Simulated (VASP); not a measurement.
# Al2Cu in VASP: notebook

The runs below take Al2Cu through single point, relaxation of cell and atoms, with PBEsol.

All numbers are computed with VASP 6.6.1; they aren't measurements. Logs are shortened: lines on timing, memory, paths and dates and some standing lists are left out, and cuts for length are marked.

**1. The cell of the first run**

It takes space group Fm-3m (No. 225, cubic). The conventional cell has a = 5.337 Å, b = 5.337 Å, c = 5.337 Å, α = 90.00°, β = 90.00°, γ = 90.00°. Within 3.1 Å of Al (site symmetry -43m) lie 4 Cu at 2.31 Å and 6 Al at 2.67 Å. Cu (site symmetry m-3m) has 8 Al at 2.31 Å within 3.1 Å.

**2. Single point, PBEsol**

INCAR reads:

```
SYSTEM = Al2Cu
  PREC = Accurate
  ENCUT = 520
  EDIFF = 1E-6
  ISMEAR = -1
  SIGMA = 0.15
  LREAL = .False.
  LASPH = .True.
  NELM = 60
  ALGO = Normal
  ISIF = 2
  LWAVE = .False.
  LCHARG = .True.
  GGA = PS
  LELF = .True.
  LVHAR = .True.
  NBANDS = 16
```

KPOINTS reads:

```
Automatic mesh
0
Gamma
  16 16 16
  0 0 0
```

POSCAR reads:

```
Al2Cu
1.0
   -1.8868143450      1.8868143450      2.6683584364
    1.8868143450     -1.8868143450      2.6683584364
    1.8868143450      1.8868143450     -2.6683584364
Al Cu
2 1
Direct
    0.7500000000      0.2500000000      0.5000000000
    0.2500000000      0.7500000000      0.5000000000
    0.5000000000      0.5000000000      0.0000000000
```

Potentials or basis: VASP PAW PBE potentials, release 64 (Al, Cu).

Started as:

```bash
$ cat potpaw_PBE.64/Al/POTCAR potpaw_PBE.64/Cu/POTCAR > POTCAR
$ mpirun -np 1 vasp_std > vasp.out
```

OUTCAR:

```text
SYSTEM = Al2Cu
   PREC = Accurate
   ENCUT = 520
   EDIFF = 1E-6
   ISMEAR = -1
   LREAL = .False.
   LASPH = .True.
   NELM = 60
   ISIF = 2
   GGA = PS

 ion  position               nearest neighbor table
   1  0.750  0.250  0.500-   3 2.31   3 2.31   3 2.31   3 2.31   2 2.67   2 2.67   2 2.67   2 2.67
                             2 2.67   2 2.67
   2  0.250  0.750  0.500-   3 2.31   3 2.31   3 2.31   3 2.31   1 2.67   1 2.67   1 2.67   1 2.67
                             1 2.67   1 2.67
   3  0.500  0.500  0.000-   2 2.31   1 2.31   1 2.31   2 2.31   1 2.31   2 2.31   2 2.31   1 2.31

  LATTYP: Found a face centered cubic cell.
 ALAT       =     5.3367168728

  Lattice vectors:

 A1 = (   1.8868143450,  -1.8868143450,  -2.6683584364)
 A2 = (   1.8868143450,   1.8868143450,  -2.6683584364)
 A3 = (   3.7736286900,   0.0000000000,   0.0000000000)

Analysis of symmetry for initial positions (statically):
=====================================================================
 Subroutine PRICEL returns:
 Original cell was already a primitive cell.

 Routine SETGRP: Setting up the symmetry group for a
 face centered cubic supercell.

 Subroutine GETGRP returns: Found 48 space group operations
 (whereof 48 operations were pure point group operations)
 out of a pool of 48 trial point group operations.

The static configuration has the point symmetry O_h .

Analysis of symmetry for dynamics (positions and initial velocities):
=====================================================================
 Subroutine PRICEL returns:
 Original cell was already a primitive cell.

 Routine SETGRP: Setting up the symmetry group for a
 face centered cubic supercell.

 Subroutine GETGRP returns: Found 48 space group operations
 (whereof 48 operations were pure point group operations)
 out of a pool of 48 trial point group operations.

The dynamic configuration has the point symmetry O_h .

 Subroutine INISYM returns: Found 48 space group operations
 (whereof 48 operations are pure point group operations),
 and found     1 'primitive' translations

----------------------------------------------------------------------------------------

                                     Primitive cell

  volume of cell :      37.9982

  direct lattice vectors                    reciprocal lattice vectors
    -1.886814345  1.886814345  2.668358436     0.000000000  0.264996925  0.187381123
     1.886814345 -1.886814345  2.668358436     0.264996925  0.000000000  0.187381123
     1.886814345  1.886814345 -2.668358436     0.264996925  0.264996925  0.000000000
[... 82 lines left out ...]
   LSORBIT =      F    spin-orbit coupling
   LASPH  =      T    aspherical Exc in radial PAW
   ENCUT  =  520.0 eV  38.22 Ry    6.18 a.u.   7.02  7.02  7.02*2*pi/ulx,y,z
   NELM   =     60;   NELMIN=  2; NELMDL= -5     # of ELM steps
   EDIFF  = 0.1E-05   stopping-criterion for ELM
   LREAL  =      F    real-space projection
   EDIFFG = 0.1E-04   stopping-criterion for IOM
   NSW    =      0    number of steps for IOM
   IBRION =     -1    ionic relax: 0-MD 1-quasi-New 2-CG
   NFREE  =      0    steps in history (QN), initial steepest desc. (CG)
   ISIF   =      2    stress and relaxation
   ISYM   =      2    0-nonsym 1-usesym 2-fastsym
   POTIM  = 0.5000    time-step for ionic-motion
   TEBEG  =    0.0;   TEEND  =   0.0 temperature during run
   PSTRESS=    0.0 pullay stress
   NELECT =      17.0000    total number of electrons
   NUPDOWN=      -1.0000    fix difference up-down
   EMIN   =  10.00;   EMAX   =-10.00  energy-range for DOS
   EFERMI =   0.00;   METHOD = LEGACY
   ISMEAR =    -1;   SIGMA  =   0.15  broadening in eV -4-tet -1-fermi 0-gaus
   EFERMI_NEDOS =   21; number of points for ismear=-14 and -15
   IALGO  =     38    algorithm
   IMIX   =      4    mixing-type and parameters
     AMIX     =   0.40;   BMIX     =  1.00
     AMIX_MAG =   1.60;   BMIX_MAG =  1.00
  volume/ion in A,a.u.               =      12.67        85.47
  Fermi-wavevector in a.u.,A,eV,Ry     =   1.252094  2.366115 21.330393  1.567740
  Thomas-Fermi vector in A             =   2.386011
   LORBIT       =      0    0 simple, 1 ext, 2 COOP (PROOUT), +10 PAW based schemes
   GGA     = PS    functional components
   LHFCALC =     F    Hartree Fock is set to
   AEXX    =    0.0000 exact exchange contribution
   IVDW    =     0    specifies the selected vdW correction
   LEPSILON=     F    determine dielectric tensor
   LRPA    =     F    only Hartree local field effects (RPA)
 non-spin polarized calculation
  energy-cutoff  :      520.00
  volume of cell :       38.00
 maximum number of plane-waves:      1037
   NGX = 13   NGY = 13   NGZ = 13

 number of electron      17.0000006 magnetization

 Free energy of the ion-electron system (eV)
  ---------------------------------------------------
  ext. energy  EPLUGINS =         0.00000000
  ---------------------------------------------------
  free energy    TOTEN  =       -12.21513639 eV

  energy without entropy =      -12.16046096  energy(sigma->0) =      -12.18779867

 E-fermi :   9.4692     XC(G=0): -11.5545

 val. band max:        9.4514773763   @ k =  -0.3125   0.1875  -0.0000
 cond. band min:       9.4748069646   @ k =   0.2500   0.1875   0.0625
 fundamental gap:      0.0233295883
 Fermi energy:         9.4691613471

 k-point     1 :       0.0000    0.0000    0.0000
  band No.  band energies     occupation
      1      -2.2657      2.00000
      2       3.8944      2.00000
      3       3.8944      2.00000
      4       3.8944      2.00000
      5       4.5699      2.00000
      6       4.5699      2.00000
[... 433 lines left out ...]
      3       3.9083      2.00000
      4       3.9083      2.00000
      5       4.5520      2.00000
      6       4.5789      2.00000
[... 8 lines left out ...]
     15      17.5752      0.00000
     16      17.6858      0.00000

 [... further k-points ...]
[... 5 lines left out ...]
  --------------------------------------------------------------------------------------
  -------------------------------------------------------------------------------------
  Total        8.3293208      8.3293208      8.3293208      0.0000000      0.0000000      0.0000000
  in kB      351.2025611    351.2025611    351.2025611      0.0000000      0.0000000      0.0000000
  external PRESSURE =     351.2025611 kB  Pullay stress =       0.0000000 kB

 VOLUME and BASIS-vectors are now :
 -----------------------------------------------------------------------------
  energy-cutoff  :      520.00
  volume of cell :       38.00
      direct lattice vectors                 reciprocal lattice vectors
    -1.886814345  1.886814345  2.668358436     0.000000000  0.264996925  0.187381123
     1.886814345 -1.886814345  2.668358436     0.264996925  0.000000000  0.187381123
     1.886814345  1.886814345 -2.668358436     0.264996925  0.264996925  0.000000000

 POSITION                                       TOTAL-FORCE (eV/Angst)
 -----------------------------------------------------------------------------------
     -0.00000      1.88681      1.33418         0.000000     -0.000000     -0.000000
      1.88681     -0.00000      1.33418        -0.000000      0.000000      0.000000
      0.00000      0.00000      2.66836        -0.000000     -0.000000      0.000000
 -----------------------------------------------------------------------------------
    total drift:                                0.000000     -0.000000      0.000000

  FREE ENERGIE OF THE ION-ELECTRON SYSTEM (eV)
  ---------------------------------------------------
  free  energy   TOTEN  =       -12.2151363863 eV

  energy  without entropy=      -12.1604609565  energy(sigma->0) =      -12.18779867
```

OSZICAR:

```text
N       E                     dE             d eps       ncg     rms          rms(c)
DAV:   1     0.648140418806E+02    0.64814E+02   -0.70483E+03  4696   0.122E+03
DAV:   2    -0.123567633854E+02   -0.77171E+02   -0.68762E+02  4968   0.215E+02
DAV:   3    -0.152187724910E+02   -0.28620E+01   -0.28099E+01  6248   0.458E+01
DAV:   4    -0.152775024936E+02   -0.58730E-01   -0.58707E-01  5552   0.564E+00
DAV:   5    -0.152800041575E+02   -0.25017E-02   -0.25016E-02  7120   0.126E+00    0.167E+01
DAV:   6    -0.168268237810E+02   -0.15468E+01   -0.46187E+01  5320   0.235E+02    0.122E+01
DAV:   7    -0.123492637720E+02    0.44776E+01   -0.11545E+01  5856   0.885E+01    0.184E+00
DAV:   8    -0.122820376069E+02    0.67226E-01   -0.11834E+00  6632   0.307E+01    0.227E+00
DAV:   9    -0.122143360945E+02    0.67702E-01   -0.21252E-01  5968   0.143E+01    0.211E-01
DAV:  10    -0.122163383484E+02   -0.20023E-02   -0.89271E-03  7408   0.192E+00    0.225E-01
DAV:  11    -0.122151339840E+02    0.12044E-02   -0.36732E-03  6072   0.218E+00    0.392E-02
DAV:  12    -0.122151386382E+02   -0.46541E-05   -0.20177E-04  7152   0.188E-01    0.133E-02
DAV:  13    -0.122151366384E+02    0.19998E-05   -0.58341E-06  6040   0.791E-02    0.541E-03
DAV:  14    -0.122151363863E+02    0.25213E-06   -0.57587E-07  3016   0.195E-02
   1 F= -.12215136E+02 E0= -.12187799E+02  d E =-.546754E-01
```

Run time: 56 s. Hardware: 1 thread of AMD EPYC 9R45 (Zen 5), shared host; peak memory 0.19 GiB.

Results:

```yaml
Free_energy: -12.2151 eV
Pressure: 35.1 GPa
```

Caveat: the PAW data sets were made with another functional, which shifts forces and pressure a little.

**3. Single point, PBEsol**

This run uses another cell than the first one, of 15.65 Å³/atom, 1.235 times its volume.

INCAR reads:

```
ALGO = Fast ; EDIFF = 1E-7
ENCUT = 520 ; GGA = PS
ISIF = 2 ; ISMEAR = 0
LASPH = T ; LCHARG = T
LELF = T ; LREAL = F
LVHAR = T ; LWAVE = F
NBANDS = 16 ; NELM = 60
PREC = Accurate ; SIGMA = 0.1
```

KPOINTS reads:

```
k-points
0
Gamma
  14 14 14
```

POSCAR reads:

```
Al2Cu
1.0
   -2.0246315550      2.0246315550      2.8630136514
    2.0246315550     -2.0246315550      2.8630136514
    2.0246315550      2.0246315550     -2.8630136514
Al Cu
2 1
Direct
    0.7500000000      0.2500000000      0.5000000000
    0.2500000000      0.7500000000      0.5000000000
    0.5000000000      0.5000000000      0.0000000000
```

Potentials or basis: VASP PAW PBE potentials, release 64 (Al, Cu).

Started as:

```bash
$ cat potpaw_PBE.64/Al/POTCAR potpaw_PBE.64/Cu/POTCAR > POTCAR
$ mpirun -np 1 vasp_std > vasp.out
```

Wall time 2.9 min (1 thread of AMD EPYC 9R45 (Zen 5), shared host); peak memory 0.27 GiB.

The run converged. Its results:

* Free energy: -13.0149 eV
* Pressure: 0.2 GPa

Levels at points of the mesh, in eV from the Fermi level:
| k point | band 7 | band 8 | band 9 | band 10 | band 11 | band 12 |
| --- | --- | --- | --- | --- | --- | --- |
| (0.00, 0.00, 0.00) | 2.90 | 2.90 | 2.90 | 2.96 | 2.96 | 2.96 |
| (0.50, 0.00, 0.00) | -4.00 | 0.61 | 0.61 | 2.94 | 2.95 | 3.86 |
| (0.50, 0.50, 0.00) | -3.78 | -2.01 | -2.01 | 0.39 | 1.49 | 9.05 |
| (0.50, 0.50, 0.50) | -3.78 | -2.01 | -2.01 | 0.39 | 1.49 | 9.05 |

Caveat: the PAW data sets were made with another functional, which shifts forces and pressure a little.

**4. Relaxation of cell and atoms, PBEsol, target pressure 18 GPa, at which the enthalpy is minimised**

This run uses another cell than the first one, of 14.76 Å³/atom, 1.166 times its volume.

INCAR reads:

```
ALGO = Normal ; EDIFF = 1E-7
EDIFFG = -0.001 ; ENCUT = 600
GGA = PS ; IBRION = 2
ISIF = 3 ; ISMEAR = -1
LASPH = True ; LCHARG = False
LREAL = False ; LWAVE = False
NELM = 60 ; NSW = 80
PREC = Accurate ; PSTRESS = 180.0
SIGMA = 0.15
```

KPOINTS is that of step 3.

POSCAR reads:

```
Al2Cu
1.0
   -1.9856425460      1.9856425460      2.8081226185
    1.9856425460     -1.9856425460      2.8081226185
    1.9856425460      1.9856425460     -2.8081226185
Al Cu
2 1
Direct
    0.7500000000      0.2500000000      0.5000000000
    0.2500000000      0.7500000000      0.5000000000
    0.5000000000      0.5000000000      0.0000000000
```

Potentials or basis: VASP PAW PBE potentials, release 64 (Al, Cu).

Started as:

```bash
$ cat potpaw_PBE.64/Al/POTCAR potpaw_PBE.64/Cu/POTCAR > POTCAR
$ mpirun -np 1 vasp_std > vasp.out
```

OUTCAR:

```text
EDIFF = 1E-7
   EDIFFG = -0.001
   ENCUT = 600
   GGA = PS
   IBRION = 2
   ISIF = 3
   ISMEAR = -1
   LASPH = True
   LREAL = False
   NELM = 60
   NSW = 80
   PREC = Accurate
   PSTRESS = 180.0

 ion  position               nearest neighbor table
   1  0.750  0.250  0.500-   3 2.43   3 2.43   3 2.43   3 2.43   2 2.81   2 2.81   2 2.81   2 2.81
                             2 2.81   2 2.81
   2  0.250  0.750  0.500-   3 2.43   3 2.43   3 2.43   3 2.43   1 2.81   1 2.81   1 2.81   1 2.81
                             1 2.81   1 2.81
   3  0.500  0.500  0.000-   2 2.43   1 2.43   1 2.43   2 2.43   1 2.43   2 2.43   2 2.43   1 2.43

  LATTYP: Found a face centered cubic cell.
 ALAT       =     5.6162452371

  Lattice vectors:

 A1 = (   1.9856425460,  -1.9856425460,  -2.8081226185)
 A2 = (   1.9856425460,   1.9856425460,  -2.8081226185)
 A3 = (   3.9712850920,   0.0000000000,   0.0000000000)

Analysis of symmetry for initial positions (statically):
=====================================================================
 Subroutine PRICEL returns:
 Original cell was already a primitive cell.

 Routine SETGRP: Setting up the symmetry group for a
 face centered cubic supercell.

 Subroutine GETGRP returns: Found 48 space group operations
 (whereof 48 operations were pure point group operations)
 out of a pool of 48 trial point group operations.

The static configuration has the point symmetry O_h .
[... 172 lines left out ...]
  in kB       72.6766027     72.6766027     72.6766027      0.0000000     -0.0000000      0.0000000
  external PRESSURE =    -107.3233973 kB  Pullay stress =     180.0000000 kB
[... 182 lines left out ...]
--------------------------------------- Ionic step        6  -------------------------------------------

 number of electron      17.0000004 magnetization

 Free energy of the ion-electron system (eV)
  ---------------------------------------------------
  ext. energy  EPLUGINS =         0.00000000
  ---------------------------------------------------
  free energy    TOTEN  =       -12.75498332 eV

  energy without entropy =      -12.69766284  energy(sigma->0) =      -12.72632308

 E-fermi :   8.4812     XC(G=0): -11.1823

 val. band max:        8.4591206079   @ k =   0.4286   0.0714   0.0000
 cond. band min:       8.5005921827   @ k =   0.4286   0.1429   0.0000
 fundamental gap:      0.0414715748
 Fermi energy:         8.4812221918

 k-point     1 :       0.0000    0.0000    0.0000
  band No.  band energies     occupation
      1      -2.6684      2.00000
      2       3.3011      2.00000
      3       3.3011      2.00000
      4       3.3011      2.00000
      5       3.9354      2.00000
      6       3.9354      2.00000
      7      11.3972      0.00000
      8      11.3972      0.00000
      9      11.3972      0.00000
     10      11.8835      0.00000
     11      11.8835      0.00000
     12      11.8835      0.00000
[... 331 lines left out ...]
 k-point    24 :       0.2857    0.1429   -0.0000
  band No.  band energies     occupation
      1      -0.8058      2.00000
      2       2.7232      2.00000
      3       3.3794      2.00000
      4       3.5232      2.00000
      5       3.8673      2.00000
      6       4.0214      2.00000
      7       5.1202      2.00000
      8       7.2558      1.99943
      9       9.4790      0.00258
     10      11.8150      0.00000
     11      12.4718      0.00000
     12      14.1389      0.00000

 [... further k-points ...]
[... 5 lines left out ...]
  --------------------------------------------------------------------------------------
  -------------------------------------------------------------------------------------
  Total        4.6421853      4.6421853      4.6421853      0.0000000      0.0000000      0.0000000
  in kB      180.0467136    180.0467136    180.0467136      0.0000000      0.0000000      0.0000000
  external PRESSURE =       0.0467136 kB  Pullay stress =     180.0000000 kB
[... 22 lines left out ...]
  energy  without entropy=      -12.6976628354  energy(sigma->0) =      -12.72632308

  enthalpy is  TOTEN    =        -8.1140024848 eV   P V=        4.6409808316

 reached required accuracy - stopping structural energy minimisation
```

OSZICAR:

```text
N       E                     dE             d eps       ncg     rms          rms(c)
DAV:   1     0.743225309623E+02    0.74323E+02   -0.77380E+03  2500   0.171E+03
DAV:   2    -0.118747741969E+02   -0.86197E+02   -0.80242E+02  2504   0.266E+02
DAV:   3    -0.156709660340E+02   -0.37962E+01   -0.36398E+01  3416   0.725E+01
[... 60 lines left out ...]
DAV:   1    -0.127549934415E+02    0.86296E-03   -0.13506E-04  2944   0.392E-01    0.271E-02
DAV:   2    -0.127549931247E+02    0.31683E-06   -0.14029E-04  3016   0.475E-01    0.203E-02
DAV:   3    -0.127549835381E+02    0.95866E-05   -0.41452E-05  3004   0.260E-01    0.430E-03
DAV:   4    -0.127549833464E+02    0.19175E-06   -0.79003E-07  3368   0.148E-02    0.761E-04
DAV:   5    -0.127549833164E+02    0.29998E-07   -0.31072E-08  1288   0.659E-03
   6 F= -.81140025E+01 E0= -.80853422E+01  d E =-.836406E-06
```

CONTCAR:

```text
Al2Cu
   1.00000000000000
    -1.9401007681034403    1.9401007681034403    2.7437168185384926
     1.9401007681034403   -1.9401007681034403    2.7437168185384926
     1.9401007681034403    1.9401007681034403   -2.7437168185384926
  Al              Cu
     2     1
Direct
     0.7500000000000000    0.2500000000000000    0.5000000000000000
     0.2500000000000000    0.7500000000000000    0.5000000000000000
     0.5000000000000000    0.5000000000000000    0.0000000000000000

  0.00000000E+00  0.00000000E+00  0.00000000E+00
  0.00000000E+00  0.00000000E+00  0.00000000E+00
  0.00000000E+00  0.00000000E+00  0.00000000E+00
```

It took 2.6 min on 1 thread of AMD EPYC 9R45 (Zen 5), shared host; peak memory 0.21 GiB.

What came out:

```
Free energy                                            : -12.7550 eV
Relaxed volume                                         : 13.77 Å³/atom
Relaxed cell                                           : a = 3.880 Å, b = 3.880 Å, c = 3.880 Å, α = 120.00°, β = 120.00°, γ = 90.00°
Space group after relaxing (to 0.05 Å)                 : Fm-3m (No. 225)
Energy change on relaxing (the enthalpy is what falls) : +76.4 meV/atom
Ionic steps                                            : 6
Pressure after relaxing                                : 18.0 GPa
```

The path:
```csv
step,energy change (eV),largest force (eV/Å),pressure (GPa),volume (Å³)
1,0.0000,0.0000,7.27,44.29
2,0.7144,0.0000,33.62,38.25
3,0.2237,0.0000,17.78,41.36
4,0.2301,0.0000,18.03,41.30
5,0.2284,0.0000,17.99,41.32
6,0.2293,0.0000,18.00,41.31
```

Final structure:
```
CELL_PARAMETERS angstrom
-1.94010 1.94010 2.74372
1.94010 -1.94010 2.74372
1.94010 1.94010 -2.74372
ATOMIC_POSITIONS crystal
Al 0.75000 0.25000 0.50000
Al 0.25000 0.75000 0.50000
Cu 0.50000 0.50000 0.00000
```

Caveat: the cell is relaxed towards a set pressure, so the enthalpy falls and the energy may rise; the PAW data sets were made with another functional, which shifts forces and pressure a little.

**5. Summary**

| task | cell | k mesh | cutoff (eV) | smearing | gap on the mesh (eV) | pressure (GPa) |
| --- | --- | --- | --- | --- | --- | --- |
| single point | a = 3.774 Å, angles 120.0, 120.0, 90.0°, 3 atoms | 16 × 16 × 16 | 520 | fermi-dirac 0.15 eV | none | 35.1 |
| single point | a = 4.049 Å, angles 120.0, 120.0, 90.0°, 3 atoms | 14 × 14 × 14 | 520 | gaussian 0.1 eV | none | 0.2 |
| relaxation of cell and atoms | relaxed to 18 GPa from a = 3.971 Å, angles 120.0, 120.0, 90.0°, 3 atoms | 14 × 14 × 14 | 600 | fermi-dirac 0.15 eV | none | 18.0 |

Alike in all rows: level PBEsol; potentials or basis VASP PAW PBE potentials, release 64 (Al, Cu); no spin polarisation.

Caveats: the PAW data sets were made with another functional, which shifts forces and pressure a little; the cell is relaxed towards a set pressure, so the enthalpy falls and the energy may rise (some runs).

Absolute energies hang on the potentials; compare differences alone.
